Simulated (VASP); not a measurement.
# Pb (P6_3/mmc) in VASP: single point with PBEsol

Aim: the single point of Pb with PBEsol.

All numbers are computed with VASP 6.6.1; they aren't measurements. Logs are shortened: lines on timing, memory, paths and dates and some standing lists are left out, and cuts for length are marked.

## Step 1: The cell of the first run

The structure is hexagonal, space group P6_3/mmc (No. 194). The conventional cell has a = 3.456 Å, b = 3.456 Å, c = 5.762 Å, α = 90.00°, β = 90.00°, γ = 120.00°. Pb (site symmetry -6m2) has 12 Pb at 3.46 to 3.50 Å within 4.5 Å.

## Step 2: Single point, PBEsol

Contents of INCAR:

```
SYSTEM = Pb
PREC = Accurate
ENCUT = 520
EDIFF = 1E-6
ISMEAR = -1
SIGMA = 0.05
LREAL = .FALSE.
LASPH = .TRUE.
NELM = 100
ALGO = Normal
ISIF = 2
LWAVE = .FALSE.
LCHARG = .FALSE.
GGA = PS
NBANDS = 21
```

Contents of KPOINTS:

```
Automatic mesh
0
G
  14 14 8
  0 0 0
```

Contents of POSCAR:

```
Pb
1.0
    3.4562410673      0.0000000000      0.0000000000
   -1.7281205336      2.9931925659      0.0000000000
    0.0000000000      0.0000000000      5.7617025222
Pb
2
Direct
    0.3333333333      0.6666666667      0.2500000000
    0.6666666667      0.3333333333      0.7500000000
```

Potentials or basis: VASP PAW PBE potentials, release 64 (Pb_d).

The run is started by

```console
cat potpaw_PBE.64/Pb_d/POTCAR > POTCAR
mpirun -np 1 vasp_std > vasp.out
```

OUTCAR:

```text
SYSTEM = Pb
   PREC = Accurate
   ENCUT = 520
   EDIFF = 1E-6
   ISMEAR = -1
   LREAL = .FALSE.
   LASPH = .TRUE.
   NELM = 100
   ISIF = 2
   GGA = PS

 ion  position               nearest neighbor table
   1  0.333  0.667  0.250-   2 3.50   2 3.50   2 3.50   2 3.50   2 3.50   2 3.50
   2  0.667  0.333  0.750-   1 3.50   1 3.50   1 3.50   1 3.50   1 3.50   1 3.50

  LATTYP: Found a hexagonal cell.
 ALAT       =     3.4562410673
 C/A-ratio  =     1.6670430129

  Lattice vectors:

 A1 = (   3.4562410673,   0.0000000000,   0.0000000000)
 A2 = (  -1.7281205336,   2.9931925659,   0.0000000000)
 A3 = (   0.0000000000,   0.0000000000,   5.7617025222)

Analysis of symmetry for initial positions (statically):
=====================================================================
 Subroutine PRICEL returns:
 Original cell was already a primitive cell.

 Routine SETGRP: Setting up the symmetry group for a
 hexagonal supercell.

 Subroutine GETGRP returns: Found 24 space group operations
 (whereof 12 operations were pure point group operations)
 out of a pool of 24 trial point group operations.

The static configuration has the point symmetry D_3d.
 The point group associated with its full space group is D_6h.

Analysis of symmetry for dynamics (positions and initial velocities):
=====================================================================
 Subroutine PRICEL returns:
 Original cell was already a primitive cell.

 Routine SETGRP: Setting up the symmetry group for a
 hexagonal supercell.

 Subroutine GETGRP returns: Found 24 space group operations
 (whereof 12 operations were pure point group operations)
 out of a pool of 24 trial point group operations.

The dynamic configuration has the point symmetry D_3d.
 The point group associated with its full space group is D_6h.

 Subroutine INISYM returns: Found 24 space group operations
 (whereof 12 operations are pure point group operations),
 and found     1 'primitive' translations

----------------------------------------------------------------------------------------

                                     Primitive cell

  volume of cell :      59.6059

  direct lattice vectors                    reciprocal lattice vectors
     3.456241067  0.000000000  0.000000000     0.289331670  0.167045718  0.000000000
    -1.728120534  2.993192566  0.000000000     0.000000000  0.334091435  0.000000000
     0.000000000  0.000000000  5.761702522     0.000000000  0.000000000  0.173559811

  length of vectors
     3.456241067  3.456241067  5.761702522     0.334091435  0.334091435  0.173559811

  position of ions in fractional coordinates (direct lattice)
     0.333333333  0.666666667  0.250000000
     0.666666667  0.333333333  0.750000000

  ion indices of the primitive-cell ions
   primitive index   ion index
                 1           1
                 2           2

----------------------------------------------------------------------------------------

 KPOINTS: Automatic mesh

Automatic generation of k-mesh.
 Grid dimensions read from file:
 generate k-points for:   14   14    8

 Generating k-lattice:

  Cartesian coordinates                     Fractional coordinates (reciprocal lattice)
     0.020666548  0.011931837  0.000000000     0.071428571  0.000000000  0.000000000
     0.000000000  0.023863674  0.000000000     0.000000000  0.071428571  0.000000000
     0.000000000  0.000000000  0.021694976     0.000000000  0.000000000  0.125000000

  Length of vectors
     0.023863674  0.023863674  0.021694976

  Shift w.r.t. Gamma in fractional coordinates (k-lattice)
     0.000000000  0.000000000  0.000000000

 Subroutine IBZKPT returns following result:
 ===========================================

 Found    120 irreducible k-points:

 Following reciprocal coordinates:
            Coordinates               Weight
  0.000000  0.000000  0.000000      1.000000
  0.071429  0.000000  0.000000      6.000000
  0.142857  0.000000  0.000000      6.000000
  0.214286  0.000000  0.000000      6.000000
  0.285714  0.000000  0.000000      6.000000
  0.357143  0.000000  0.000000      6.000000
[... 16 lines left out ...]
  0.285714  0.285714  0.000000      6.000000
  0.357143  0.285714  0.000000      6.000000
 [... further k-points ...]
   k-points           NKPTS =    120   k-points in BZ     NKDIM =    120   number of bands    NBANDS=     21
   number of dos      NEDOS =    301   number of ions     NIONS =      2
   total plane-waves  NPLWV =  37632
   dimension x,y,z NGX =    28 NGY =   28 NGZ =   48
   dimension x,y,z NGXF=    56 NGYF=   56 NGZF=   96
   ions per type =               2
   NGX,Y,Z   is equivalent  to a cutoff of  13.47, 13.47, 13.85 a.u.
   NGXF,Y,Z  is equivalent  to a cutoff of  26.94, 26.94, 27.70 a.u.
 SYSTEM =  Pb
   PREC   = accura    normal or accurate (medium, high low for compatibility)
   ISTART =      0    job   : 0-new  1-cont  2-samecut
   ICHARG =      2    charge: 1-file 2-atom 10-const
   ISPIN  =      1    spin polarized calculation?
   LNONCOLLINEAR =      F non collinear calculations
   LSORBIT =      F    spin-orbit coupling
   LASPH  =      T    aspherical Exc in radial PAW
   ENCUT  =  520.0 eV  38.22 Ry    6.18 a.u.   6.43  6.43 10.71*2*pi/ulx,y,z
   NELM   =    100;   NELMIN=  2; NELMDL= -5     # of ELM steps
   EDIFF  = 0.1E-05   stopping-criterion for ELM
   LREAL  =      F    real-space projection
[... 7 lines left out ...]
   TEBEG  =    0.0;   TEEND  =   0.0 temperature during run
   PSTRESS=    0.0 pullay stress
   NELECT =      28.0000    total number of electrons
   NUPDOWN=      -1.0000    fix difference up-down
   EMIN   =  10.00;   EMAX   =-10.00  energy-range for DOS
   EFERMI =   0.00;   METHOD = LEGACY
   ISMEAR =    -1;   SIGMA  =   0.05  broadening in eV -4-tet -1-fermi 0-gaus
   EFERMI_NEDOS =   21; number of points for ismear=-14 and -15
   IALGO  =     38    algorithm
   IMIX   =      4    mixing-type and parameters
     AMIX     =   0.40;   BMIX     =  1.00
     AMIX_MAG =   1.60;   BMIX_MAG =  1.00
  volume/ion in A,a.u.               =      29.80       201.12
  Fermi-wavevector in a.u.,A,eV,Ry     =   1.272617  2.404897 22.035365  1.619554
  Thomas-Fermi vector in A             =   2.405485
   LORBIT       =      0    0 simple, 1 ext, 2 COOP (PROOUT), +10 PAW based schemes
   GGA     = PS    functional components
   LHFCALC =     F    Hartree Fock is set to
   AEXX    =    0.0000 exact exchange contribution
   IVDW    =     0    specifies the selected vdW correction
   LEPSILON=     F    determine dielectric tensor
   LRPA    =     F    only Hartree local field effects (RPA)
 non-spin polarized calculation
  energy-cutoff  :      520.00
  volume of cell :       59.61
 maximum number of plane-waves:      1630
 NGX is ok and might be reduce to    28
   NGX = 13   NGY = 13   NGZ = 21

 number of electron      28.0000006 magnetization

 Free energy of the ion-electron system (eV)
  ---------------------------------------------------
  ext. energy  EPLUGINS =         0.00000000
  ---------------------------------------------------
  free energy    TOTEN  =        -7.98042336 eV

  energy without entropy =       -7.97051846  energy(sigma->0) =       -7.97547091

 E-fermi :   7.2642     XC(G=0): -10.4266

 val. band max:        7.2581639198   @ k =   0.2143   0.1429   0.3750
 cond. band min:       7.2696109808   @ k =   0.5000   0.0000   0.1250
 fundamental gap:      0.0114470610
 Fermi energy:         7.2642158011

 k-point     1 :       0.0000    0.0000    0.0000
  band No.  band energies     occupation
      1      -9.7521      2.00000
      2      -9.7280      2.00000
      3      -9.6983      2.00000
      4      -9.6983      2.00000
      5      -9.6775      2.00000
      6      -9.6775      2.00000
[... 13 lines left out ...]
     20      16.5385      0.00000
     21      18.9193      0.00000

 k-point     2 :       0.0714    0.0000    0.0000
  band No.  band energies     occupation
      1      -9.7476      2.00000
      2      -9.7283      2.00000
      3      -9.6915      2.00000
      4      -9.6847      2.00000
      5      -9.6756      2.00000
      6      -9.6644      2.00000
[... 13 lines left out ...]
     20      17.0490      0.00000
     21      18.3545      0.00000

 k-point     3 :       0.1429    0.0000    0.0000
  band No.  band energies     occupation
      1      -9.7611      2.00000
      2      -9.7102      2.00000
      3      -9.6869      2.00000
      4      -9.6494      2.00000
      5      -9.6466      2.00000
      6      -9.6285      2.00000
[... 13 lines left out ...]
     20      17.3610      0.00000
     21      17.9248      0.00000

 k-point     4 :       0.2143    0.0000    0.0000
  band No.  band energies     occupation
      1      -9.7906      2.00000
      2      -9.7017      2.00000
      3      -9.6695      2.00000
      4      -9.6593      2.00000
      5      -9.6377      2.00000
      6      -9.5969      2.00000
[... 13 lines left out ...]
     20      16.7531      0.00000
     21      17.9041      0.00000

 k-point     5 :       0.2857    0.0000    0.0000
  band No.  band energies     occupation
      1      -9.8228      2.00000
      2      -9.7161      2.00000
      3      -9.6961      2.00000
      4      -9.6561      2.00000
      5      -9.6305      2.00000
      6      -9.5425      2.00000
[... 13 lines left out ...]
     20      16.3634      0.00000
     21      17.8526      0.00000
[... 382 lines left out ...]
     20      18.1131      0.00000
     21      19.7260      0.00000

 k-point    22 :       0.3571    0.2143    0.0000
  band No.  band energies     occupation
      1      -9.7822      2.00000
      2      -9.7519      2.00000
      3      -9.6636      2.00000
      4      -9.6539      2.00000
      5      -9.6035      2.00000
      6      -9.5743      2.00000
[... 13 lines left out ...]
     20      17.9890      0.00000
     21      20.6203      0.00000

 k-point    23 :       0.2857    0.2857    0.0000
  band No.  band energies     occupation
      1      -9.7845      2.00000
      2      -9.6816      2.00000
      3      -9.6802      2.00000
      4      -9.6575      2.00000
      5      -9.6070      2.00000
      6      -9.5583      2.00000
[... 13 lines left out ...]
     20      20.0471      0.00000
     21      20.1843      0.00000

 k-point    24 :       0.3571    0.2857    0.0000
  band No.  band energies     occupation
      1      -9.7909      2.00000
      2      -9.6813      2.00000
      3      -9.6459      2.00000
      4      -9.6357      2.00000
      5      -9.6213      2.00000
      6      -9.5756      2.00000
[... 13 lines left out ...]
     20      20.0486      0.00000
     21      21.4074      0.00000

 [... further k-points ...]

------------------------ aborting loop because EDIFF is reached ----------------------------------------

  FORCE on cell =-STRESS in cart. coord.  units (eV):
  Direction    XX          YY          ZZ          XY          YZ          ZX
  --------------------------------------------------------------------------------------
  -------------------------------------------------------------------------------------
  Total       -0.0226372     -0.0226372     -0.0334724     -0.0000000      0.0000000      0.0000000
  in kB       -0.6084763     -0.6084763     -0.8997202     -0.0000000      0.0000000      0.0000000
  external PRESSURE =      -0.7055576 kB  Pullay stress =       0.0000000 kB

 VOLUME and BASIS-vectors are now :
 -----------------------------------------------------------------------------
  energy-cutoff  :      520.00
  volume of cell :       59.61
      direct lattice vectors                 reciprocal lattice vectors
     3.456241067  0.000000000  0.000000000     0.289331670  0.167045718  0.000000000
    -1.728120534  2.993192566  0.000000000     0.000000000  0.334091435  0.000000000
     0.000000000  0.000000000  5.761702522     0.000000000  0.000000000  0.173559811

 POSITION                                       TOTAL-FORCE (eV/Angst)
 -----------------------------------------------------------------------------------
     -0.00000      1.99546      1.44043        -0.000000      0.000000      0.000000
      1.72812      0.99773      4.32128         0.000000      0.000000      0.000000
 -----------------------------------------------------------------------------------
    total drift:                               -0.000000      0.000000     -0.000000

  FREE ENERGIE OF THE ION-ELECTRON SYSTEM (eV)
  ---------------------------------------------------
  free  energy   TOTEN  =        -7.9804233639 eV

  energy  without entropy=       -7.9705184567  energy(sigma->0) =       -7.97547091
```

Wall time 3.8 min (1 thread of AMD EPYC 7R13, shared host); peak memory 0.23 GiB.

What came out:

| Property | Result |
| --- | --- |
| Free energy | -7.9804 eV |
| Pressure | -0.1 GPa |
| Band gap on the k mesh | zero (band 14 reaches 13.25 eV, above the bottom of band 15 at 5.55 eV) |

Caveat: the PAW data sets were made with another functional, which shifts forces and pressure a little; spin-orbit coupling is left out, which moves the levels of the heavy elements.
